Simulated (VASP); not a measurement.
Set up this calculation in VASP 6.6.1, as the native input.

```
Task                   : single point
Functional             : LDA
Potentials or basis    : VASP PAW LDA potentials, release 64 (Sb, Rh_pv)
Cutoff                 : 520 eV
k mesh                 : 12 × 12 × 12
Occupations            : gaussian, width 0.15 eV
Spin                   : no spin polarisation
Dipole correction      : no
Further INCAR settings : ALGO = Normal; EDIFF = 1e-06; NBANDS = 33
```

The structure of SbRh3 lies in POSCAR:

```
SbRh3
1.0
    3.6847319101      0.0000000000      0.0000000000
    0.0000000000      3.6847319101      0.0000000000
    0.0000000000      0.0000000000      3.7816985393
Sb Rh
1 3
Direct
    0.0000000000      0.0000000000      0.0000000000
    0.5000000000      0.5000000000      0.0000000000
    0.5000000000      0.0000000000      0.5000000000
    0.0000000000      0.5000000000      0.5000000000
```

This cell differs from its parent crystal: strain -0.050 along x and y, -0.025 along z.

One way to write it, as run:

INCAR

```
SYSTEM = SbRh3
ALGO = Normal ; EDIFF = 1E-6
ENCUT = 520 ; ISIF = 2
ISMEAR = 0 ; LASPH = .True.
LCHARG = .False. ; LREAL = .False.
LWAVE = .False. ; NBANDS = 33
NELM = 100 ; PREC = Accurate
SIGMA = 0.15
```

KPOINTS

```
k-points
0
Gamma
  12 12 12
  0 0 0
```

Potentials or basis: VASP PAW LDA potentials, release 64 (Sb, Rh_pv).

Run with:

```console
$ cat potpaw_LDA.64/Sb/POTCAR potpaw_LDA.64/Rh_pv/POTCAR > POTCAR
$ mpirun -np 1 vasp_std > vasp.out
```

It gave:

```json
{"Pressure": "45.9 GPa", "Band gap on the k mesh": "zero (band 25 reaches 15.75 eV, above the bottom of band 26 at 13.97 eV)"}
```

Caveat: the cell differs from its parent crystal (strain -0.050 along x and y, -0.025 along z); spin-orbit coupling is left out, which moves the levels of the heavy elements.

It took 96 s on 1 thread of Intel(R) Xeon(R) 6975P-C (Granite Rapids), with other jobs on the host, peak memory 0.35 GiB.
